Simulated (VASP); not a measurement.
# H21C10N3O2 in VASP: further runs, part 2 of 2

VASP 6.6.1. Earlier steps stand in the parts before.

## Step 4: Single point, r2SCAN+D3(BJ)

Contents of POSCAR:

```
H21C10N3O2
1.0
    7.1400370000      0.0000000000      0.0000000000
    0.0000000000      7.1400370000      0.0000000000
    0.0000000000      0.0000000000      7.1400370000
C O H N
10 2 21 3
Direct
    0.8673064299      0.3349002253      0.9457233905
    0.8452477207      0.2000549857      0.7942675927
    0.1644949459      0.1038930190      0.2547045625
    0.2939900732      0.1952510890      0.1199853726
    0.4789470979      0.5248572241      0.5747029042
    0.4008382590      0.7132315981      0.5334986359
   -0.0498316745      0.5381204607      0.3816226723
   -0.0520725593      0.7182035611      0.4704037248
    0.4234291783      0.6923773644      1.0679496479
    0.6009212557      0.7739455692      1.1155684487
    1.0285240819      0.1998729138      0.7152063778
    0.4722944713      0.2619454213      0.1899569988
    1.0568852794      0.0866522120      0.6374616826
    0.8019006064      0.0580669260      0.8262982391
    0.7367468824      0.2604608351      0.7027274509
    0.7469709191      0.3761605157      1.0325436689
    0.9583283672      0.2755587961      1.0671093161
    0.9252753172      0.4659639719      0.8781467099
    0.4731348031      0.2184302406      0.3137518755
    0.3015950758      0.1166520566     -0.0115405564
    0.2437522383      0.3180795842      0.0663581995
    0.0229690686      0.0707979524      0.2007272511
    0.2407970715     -0.0334592104      0.3018471753
    0.1665817698      0.1986544327      0.3833313469
    0.5617337837      0.4838910499      0.4555998799
    0.5699410241      0.5568178428      0.6970412058
    0.3837655183      0.4092695878      0.6221676442
   -0.1275623642      0.5616077340      0.2649426046
    0.0989910837      0.5190029127      0.3445220242
   -0.1306155696      0.4434710913      0.4657959055
    0.4500396847      0.5499551333      1.0003729673
    0.3258386476      0.6693522737      1.1728090485
    0.3869587791      0.7756962604      0.9432724228
    0.3594099022      0.8679786953      0.5183726639
   -0.0536831952      0.8688890548      0.5331064811
    0.7261306909      0.8665221203      1.1610023870
```

Contents of INCAR.step1:

```
ALGO = Normal
EDIFF = 1E-4
ENCUT = 520
GGA = PE
ISMEAR = -1
LASPH = True
LCHARG = False
LREAL = Auto
LWAVE = True
NBANDS = 68
NELM = 60
PREC = Accurate
SIGMA = 0.02
```

Contents of INCAR.step2:

```
ALGO = Normal
EDIFF = 1E-6
ENCUT = 520
ISIF = 2
ISMEAR = -1
ISTART = 1
IVDW = 12
LASPH = True
LCHARG = True
LELF = True
LMIXTAU = True
LREAL = Auto
LVHAR = True
LWAVE = False
METAGGA = R2SCAN
NBANDS = 68
NELM = 60
PREC = Accurate
SIGMA = 0.02
VDW_A1 = 0.49484001
VDW_A2 = 5.73083694
VDW_S6 = 1.0
VDW_S8 = 0.78981345
```

Contents of KPOINTS:

```
k-points
0
Gamma
  1 1 1
```

The run is started by

```bash
cat potpaw_PBE.64/C/POTCAR potpaw_PBE.64/O/POTCAR potpaw_PBE.64/H/POTCAR potpaw_PBE.64/N/POTCAR > POTCAR
cp INCAR.step1 INCAR
mpirun -np 1 vasp_gam > vasp.out
cp INCAR.step2 INCAR
mpirun -np 1 vasp_gam > vasp.out
```

Run time: 7.7 min. Hardware: 1 thread of AMD EPYC 7R13 (Zen 3), shared host; peak memory 0.42 GiB.

Results (log left out):

- Free energy: -215.4775 eV
- Pressure: 1.3 GPa
- Largest force: 4.736 eV/Å
- Band gap on the k mesh: 4.78 eV
- Dispersion energy per atom: -0.025 eV

Forces in eV/Å, atoms in the order of the input:
```
C    0.868  1.244  3.405
C    0.088 -0.430 -0.998
C    1.757 -1.088  1.731
C    0.311 -0.371 -1.302
C   -0.307  1.024  1.103
C    0.439 -2.325  0.745
C    1.591  1.125  1.774
C   -0.254  1.779  1.024
C    2.251 -1.524 -3.878
C   -0.457  0.441  1.032
O    0.924 -0.693 -1.190
O   -0.301 -0.476 -0.754
H   -1.024  0.827  0.766
H   -0.081 -0.143  0.466
H    0.092 -0.298 -0.677
H   -0.507 -0.253 -0.823
H   -0.595  1.043 -1.990
H   -0.040 -0.797  0.883
H    0.568 -0.738  1.586
H    0.839 -0.649  0.117
H   -1.800  2.443 -0.872
H    0.674  0.196  0.339
H   -1.512  1.862 -0.633
H   -0.651 -1.021 -0.793
H    0.255 -0.337 -0.245
H    0.059 -0.432 -0.533
H    0.074  0.977 -0.559
H   -1.409  0.202 -3.003
H   -0.591 -1.040  0.236
H    0.699 -1.055  0.433
H   -0.121  0.950  0.834
H   -1.250  0.336  1.350
H   -0.988  0.053  0.581
N    0.140  0.743  0.387
N   -0.116 -1.419 -0.237
N    0.378 -0.156 -0.307
```

Stress tensor (GPa, compression positive):
```
 1.36 -1.45  1.15
-1.45 -0.68 -0.61
 1.15 -0.61  3.36
```

Levels at points of the mesh, in eV from the valence-band top:
| k point | band 40 | band 41 | band 42 | band 43 | band 44 | band 45 | band 46 | band 47 | band 48 | band 49 |
| --- | --- | --- | --- | --- | --- | --- | --- | --- | --- | --- |
| (0.00, 0.00, 0.00) | -1.83 | -1.59 | -1.44 | -0.27 | 0.00 | 4.78 | 5.24 | 5.62 | 5.72 | 5.94 |

Caveat: the k points lie up to 0.88 Å⁻¹ apart; the PAW data sets were made with another functional, which shifts forces and pressure a little.

## Step 5: Single point, r2SCAN+D3(BJ)

Contents of POSCAR:

```
H21C10N3O2
1.0
    7.1400370000      0.0000000000      0.0000000000
    0.0000000000      7.1400370000      0.0000000000
    0.0000000000      0.0000000000      7.1400370000
C O H N
10 2 21 3
Direct
    0.8309340694      0.3276033444      0.9530622881
    0.8633988871      0.1884444016      0.7955140849
    0.1676601956      0.1310497411      0.2590322711
    0.2928136087      0.2092426132      0.1169321672
    0.4455999318      0.5120701755      0.5866216099
    0.4077009685      0.7056406010      0.5382605160
   -0.0405039918      0.5343669788      0.3641297657
   -0.0528568689      0.7050383632      0.4769162961
    0.4411321678      0.6856547102      1.0567592297
    0.6252488608      0.7745478070      1.1240557997
    1.0378657702      0.2051810096      0.6888899875
    0.4681488345      0.2510351137      0.1943967517
    1.0509469349      0.0923104460      0.6121396850
    0.8814660204      0.0494395197      0.8448275548
    0.7353603350      0.1861755058      0.7071111816
    0.6873493793      0.3135557981      0.9988743756
    0.9167179386      0.2910349064      1.0618292314
    0.8518303196      0.4687090557      0.9252052896
    0.4992971325      0.1357696046      0.2409931489
    0.3007267329      0.1181646538     -0.0114145067
    0.2396066015      0.3637656219      0.0992431832
    0.0297057284      0.1017221619      0.2110073099
    0.2576177126      0.0137254191      0.2978415938
    0.1300133319      0.2214414295      0.3767347424
    0.4681908511      0.4405859521      0.4509080275
    0.5772519106      0.5155575524      0.6572514960
    0.3283176264      0.4537371445      0.6643382940
   -0.1122823313      0.5545769581      0.2250968727
    0.0997613878      0.5009637905      0.3534015300
   -0.0981367464      0.4059362718      0.4403758692
    0.4943671861      0.5497170393      1.0126138002
    0.3295921296      0.6746883805      1.1762263977
    0.3813425617      0.7713265351      0.9306394351
    0.3775330576      0.8628106549      0.5401232515
   -0.0241595387      0.8443793779      0.5526722060
    0.7613405925      0.8623904890      1.1502461402
```

Contents of INCAR.step1:

```
SYSTEM = H21C10N3O2
  PREC = Accurate
  ENCUT = 520
  ISMEAR = -1
  SIGMA = 0.02
  LREAL = Auto
  LASPH = .True.
  NELM = 100
  NBANDS = 68
  GGA = PE
  ALGO = Normal
  EDIFF = 1E-4
  LWAVE = .True.
  LCHARG = .False.
```

Contents of INCAR.step2:

```
SYSTEM = H21C10N3O2
  PREC = Accurate
  ENCUT = 520
  EDIFF = 1E-6
  ISMEAR = -1
  SIGMA = 0.02
  LREAL = Auto
  LASPH = .True.
  NELM = 100
  ALGO = Normal
  ISIF = 2
  LWAVE = .False.
  LCHARG = .False.
  METAGGA = R2SCAN
  LMIXTAU = .True.
  IVDW = 12
  VDW_S6 = 1.0
  VDW_S8 = 0.78981345
  VDW_A1 = 0.49484001
  VDW_A2 = 5.73083694
  NBANDS = 68
  ISTART = 1
```

Contents of KPOINTS:

```
Automatic mesh
0
Gamma
  1 1 1
  0 0 0
```

Potentials or basis: VASP PAW PBE potentials, release 64 (C, O, H, N).

The run is started by

```bash
cat potpaw_PBE.64/C/POTCAR potpaw_PBE.64/O/POTCAR potpaw_PBE.64/H/POTCAR potpaw_PBE.64/N/POTCAR > POTCAR
cp INCAR.step1 INCAR
mpirun -np 1 vasp_gam > vasp.out
cp INCAR.step2 INCAR
mpirun -np 1 vasp_gam > vasp.out
```

OUTCAR:

```text
SYSTEM = H21C10N3O2
   PREC = Accurate
   ENCUT = 520
   EDIFF = 1E-6
   ISMEAR = -1
   LREAL = Auto
   LASPH = .True.
   NELM = 100
   ISIF = 2
   METAGGA = R2SCAN
   IVDW = 12
   ISTART = 1
 IVDW          = 12

 ion  position               nearest neighbor table
   1  0.831  0.328  0.953-  17 1.02  18 1.04  16 1.08   2 1.52
   2  0.863  0.188  0.796-  14 1.06  15 1.11  11 1.46   1 1.52
   3  0.168  0.131  0.259-  22 1.06  23 1.09  24 1.09   4 1.46
   4  0.293  0.209  0.117-  20 1.13  21 1.17  12 1.40   3 1.46
   5  0.446  0.512  0.587-  26 1.07  27 1.09  25 1.11   6 1.45
   6  0.408  0.706  0.538-  34 1.14   5 1.45
   7  0.959  0.534  0.364-  29 1.03  28 1.13  30 1.14   8 1.46
   8  0.947  0.705  0.477-  35 1.15   7 1.46
   9  0.441  0.686  0.057-  31 1.09  33 1.17  32 1.17  10 1.54
  10  0.625  0.775  0.124-  36 1.17   9 1.54
  11  0.038  0.205  0.689-  13 0.98   2 1.46
  12  0.468  0.251  0.194-  19 0.92   4 1.40
  13  0.051  0.092  0.612-  11 0.98
  14  0.881  0.049  0.845-   2 1.06
  15  0.735  0.186  0.707-   2 1.11
  16  0.687  0.314  0.999-   1 1.08
  17  0.917  0.291  0.062-   1 1.02
[... 17 lines left out ...]
  35  0.976  0.844  0.553-   8 1.15
  36  0.761  0.862  0.150-  10 1.17

  LATTYP: Found a simple cubic cell.
 ALAT       =     7.1400370000

  Lattice vectors:

 A1 = (   7.1400370000,   0.0000000000,   0.0000000000)
 A2 = (   0.0000000000,   7.1400370000,   0.0000000000)
 A3 = (   0.0000000000,   0.0000000000,   7.1400370000)

Analysis of symmetry for initial positions (statically):
=====================================================================
 Subroutine PRICEL returns:
 Original cell was already a primitive cell.

 Routine SETGRP: Setting up the symmetry group for a
 simple cubic supercell.

 Subroutine GETGRP returns: Found  1 space group operations
 (whereof  1 operations were pure point group operations)
 out of a pool of 48 trial point group operations.

The static configuration has the point symmetry C_1 .

Analysis of symmetry for dynamics (positions and initial velocities):
=====================================================================
 Subroutine PRICEL returns:
 Original cell was already a primitive cell.

 Routine SETGRP: Setting up the symmetry group for a
 simple cubic supercell.

 Subroutine GETGRP returns: Found  1 space group operations
 (whereof  1 operations were pure point group operations)
 out of a pool of 48 trial point group operations.

The dynamic configuration has the point symmetry C_1 .

 Subroutine INISYM returns: Found  1 space group operations
 (whereof  1 operations are pure point group operations),
 and found     1 'primitive' translations

----------------------------------------------------------------------------------------

                                     Primitive cell

  volume of cell :     364.0000

  direct lattice vectors                    reciprocal lattice vectors
     7.140037000  0.000000000  0.000000000     0.140055297  0.000000000  0.000000000
     0.000000000  7.140037000  0.000000000     0.000000000  0.140055297  0.000000000
     0.000000000  0.000000000  7.140037000     0.000000000  0.000000000  0.140055297

  length of vectors
     7.140037000  7.140037000  7.140037000     0.140055297  0.140055297  0.140055297

  position of ions in fractional coordinates (direct lattice)
[... 99 lines left out ...]

 Found      1 irreducible k-points:

 Following reciprocal coordinates:
            Coordinates               Weight
  0.000000  0.000000  0.000000      1.000000
   k-points           NKPTS =      1   k-points in BZ     NKDIM =      1   number of bands    NBANDS=     68
   number of dos      NEDOS =    301   number of ions     NIONS =     36
   total plane-waves  NPLWV = 157464
   dimension x,y,z NGX =    54 NGY =   54 NGZ =   54
   dimension x,y,z NGXF=   108 NGYF=  108 NGZF=  108
   ions per type =              10   2  21   3
   NGX,Y,Z   is equivalent  to a cutoff of  12.57, 12.57, 12.57 a.u.
   NGXF,Y,Z  is equivalent  to a cutoff of  25.15, 25.15, 25.15 a.u.
 SYSTEM =  H21C10N3O2
   PREC   = accura    normal or accurate (medium, high low for compatibility)
   ISTART =      1    job   : 0-new  1-cont  2-samecut
   ICHARG =      0    charge: 1-file 2-atom 10-const
   ISPIN  =      1    spin polarized calculation?
   LNONCOLLINEAR =      F non collinear calculations
   LSORBIT =      F    spin-orbit coupling
   LASPH  =      T    aspherical Exc in radial PAW
   ENCUT  =  520.0 eV  38.22 Ry    6.18 a.u.  13.28 13.28 13.28*2*pi/ulx,y,z
   NELM   =    100;   NELMIN=  2; NELMDL=  0     # of ELM steps
   EDIFF  = 0.1E-05   stopping-criterion for ELM
   LREAL  =      T    real-space projection
   EDIFFG = 0.1E-04   stopping-criterion for IOM
   NSW    =      0    number of steps for IOM
   IBRION =     -1    ionic relax: 0-MD 1-quasi-New 2-CG
   NFREE  =      0    steps in history (QN), initial steepest desc. (CG)
   ISIF   =      2    stress and relaxation
   ISYM   =      2    0-nonsym 1-usesym 2-fastsym
   POTIM  = 0.5000    time-step for ionic-motion
   TEBEG  =    0.0;   TEEND  =   0.0 temperature during run
   PSTRESS=    0.0 pullay stress
   NELECT =      88.0000    total number of electrons
   NUPDOWN=      -1.0000    fix difference up-down
   EMIN   =  10.00;   EMAX   =-10.00  energy-range for DOS
   EFERMI =   0.00;   METHOD = LEGACY
   ISMEAR =    -1;   SIGMA  =   0.02  broadening in eV -4-tet -1-fermi 0-gaus
   EFERMI_NEDOS =   21; number of points for ismear=-14 and -15
   IALGO  =     38    algorithm
   IMIX   =      4    mixing-type and parameters
     AMIX     =   0.40;   BMIX     =  1.00
     AMIX_MAG =   1.60;   BMIX_MAG =  1.00
  volume/ion in A,a.u.               =      10.11        68.23
  Fermi-wavevector in a.u.,A,eV,Ry     =   1.019848  1.927232 14.151270  1.040089
  Thomas-Fermi vector in A             =   2.153384
   LORBIT       =      0    0 simple, 1 ext, 2 COOP (PROOUT), +10 PAW based schemes
   METAGGA = R2SCAN    functional components
   LHFCALC =     F    Hartree Fock is set to
   AEXX    =    0.0000 exact exchange contribution
   IVDW    =    12    specifies the selected vdW correction
   LEPSILON=     F    determine dielectric tensor
   LRPA    =     F    only Hartree local field effects (RPA)
 non-spin polarized calculation
  energy-cutoff  :      520.00
  volume of cell :      364.00
 maximum number of plane-waves:      4898
 NGX is ok and might be reduce to    54
   NGX = 27   NGY = 27   NGZ = 27

 number of electron      87.9999994 magnetization

 Free energy of the ion-electron system (eV)
  ---------------------------------------------------
  ext. energy  EPLUGINS =         0.00000000
  ---------------------------------------------------
  free energy    TOTEN  =      -214.67682180 eV

  energy without entropy =     -214.67682180  energy(sigma->0) =     -214.67682180

 E-fermi :  -1.6571     XC(G=0):  -7.5845

 val. band max:       -2.1664476717   @ k =   0.0000   0.0000   0.0000
 cond. band min:       2.4453892587   @ k =   0.0000   0.0000   0.0000
 fundamental gap:      4.6118369304
 Fermi energy:        -1.6570564291

 k-point     1 :       0.0000    0.0000    0.0000
  band No.  band energies     occupation
      1     -23.9869      2.00000
      2     -22.0853      2.00000
      3     -20.3801      2.00000
      4     -20.2711      2.00000
      5     -20.1256      2.00000
      6     -16.4881      2.00000
[... 48 lines left out ...]
     55       5.5680      0.00000
     56       5.7958      0.00000
 [bands above 56 left out]

------------------------ aborting loop because EDIFF is reached ----------------------------------------

 Edisp (eV)   -0.90799

 E8    (eV) :    -0.1515

  FORCE on cell =-STRESS in cart. coord.  units (eV):
  Direction    XX          YY          ZZ          XY          YZ          ZX
  --------------------------------------------------------------------------------------
  -------------------------------------------------------------------------------------
  Total       0.78408     6.69427     1.82282     0.31188    -5.33571     3.86947
  in kB       3.45119    29.46542     8.02331     1.37278   -23.48560    17.03182
  external pressure =       13.65 kB  Pullay stress =        0.00 kB

 VOLUME and BASIS-vectors are now :
 -----------------------------------------------------------------------------
  energy-cutoff  :      520.00
  volume of cell :      364.00
      direct lattice vectors                 reciprocal lattice vectors
     7.140037000  0.000000000  0.000000000     0.140055297  0.000000000  0.000000000
     0.000000000  7.140037000  0.000000000     0.000000000  0.140055297  0.000000000
     0.000000000  0.000000000  7.140037000     0.000000000  0.000000000  0.140055297

 POSITION                                       TOTAL-FORCE (eV/Angst)
 -----------------------------------------------------------------------------------
      5.93290      2.33910      6.80490        -0.848263     -1.580363     -1.613176
      6.16470      1.34550      5.68000         0.160507     -0.087674     -1.172007
      1.19710      0.93570      1.84950         0.278621     -0.717094      0.744893
      2.09070      1.49400      0.83490        -1.965157      4.365880     -1.342657
      3.18160      3.65620      4.18850        -0.197611      0.511421     -2.003308
      2.91100      5.03830      3.84320         0.164791     -1.616131      1.346227
[... 28 lines left out ...]
      6.96754      6.02890      3.94610        -0.534957      0.407739      0.525837
      5.43600      6.15750      1.07276        -1.154096     -0.884632     -0.095222
 -----------------------------------------------------------------------------------
    total drift:                               -0.013090     -0.000804      0.000174

  FREE ENERGIE OF THE ION-ELECTRON SYSTEM (eV)
  ---------------------------------------------------
  free  energy   TOTEN  =      -215.5848131572 eV

  energy  without entropy=     -215.5848131572  energy(sigma->0) =     -215.58481316
```

It took 5.8 min on 1 thread of AMD EPYC 7R13 (Zen 3), shared host; peak memory 0.41 GiB.

Results:

```yaml
Free_energy: -215.5848 eV
Pressure: 1.4 GPa
Largest_force: 4.972 eV/Å
Band_gap_on_the_k_mesh: 4.61 eV
Dispersion_energy_per_atom: -0.025 eV
```

Forces on the atoms (eV/Å):
```
C   -0.848 -1.580 -1.613
C    0.161 -0.088 -1.172
C    0.279 -0.717  0.745
C   -1.965  4.366 -1.343
C   -0.198  0.511 -2.003
C    0.165 -1.616  1.346
C   -3.299 -0.284  0.692
C    0.492 -1.058 -0.873
C    0.394  1.455  0.640
C   -1.396  0.990 -0.775
O   -0.442  1.464  0.056
O    0.194  1.736 -0.753
H   -0.306  0.002  0.552
H   -0.680 -0.959  1.076
H    0.516  0.107 -0.348
H   -0.236 -0.271  0.159
H    1.434 -0.455  2.095
H    0.507  2.029 -1.001
H    1.896 -2.690  1.666
H   -0.097  0.937  0.443
H    0.305 -1.958 -1.311
H   -0.483 -1.206 -0.750
H   -1.280 -0.674  0.982
H    1.107 -0.006  0.140
H   -0.181 -0.435  0.547
H    0.622 -0.372  0.750
H    0.081 -0.276  0.108
H    0.739 -0.181  1.154
H    2.273 -0.303 -0.573
H    0.146  1.304 -0.578
H   -0.770 -0.302 -0.129
H    1.677  0.138 -1.636
H    0.902 -1.075  1.705
N   -0.020  1.946 -0.429
N   -0.535  0.408  0.526
N   -1.154 -0.885 -0.095
```

Caveat: the k points lie up to 0.88 Å⁻¹ apart; the atoms stand as in a frame of molecular dynamics; the PAW data sets were made with another functional, which shifts forces and pressure a little.

## Step 6: The runs side by side

| cell | gap on the mesh (eV) | pressure (GPa) | largest force (eV/Å) |
| --- | --- | --- | --- |
| as given, atomic positions A | 4.83 | 0.9 | 3.58 |
| as given, atomic positions B | 4.87 | -0.4 | 6.33 |
| as given, atomic positions C | 4.78 | 1.3 | 4.74 |
| as given, atomic positions D | 4.61 | 1.4 | 4.97 |

Alike in all rows: task single point; level r2SCAN+D3(BJ); potentials or basis VASP PAW PBE potentials, release 64 (C, O, H, N); no spin polarisation; k mesh 1 × 1 × 1; cutoff (eV) 520; smearing fermi-dirac 0.02 eV.

Caveats: all runs use coarse meshes; the PAW data sets were made with another functional, which shifts forces and pressure a little; the atoms stand as in a frame of molecular dynamics (at least some runs).

Absolute energies hang on the potentials; compare differences alone.
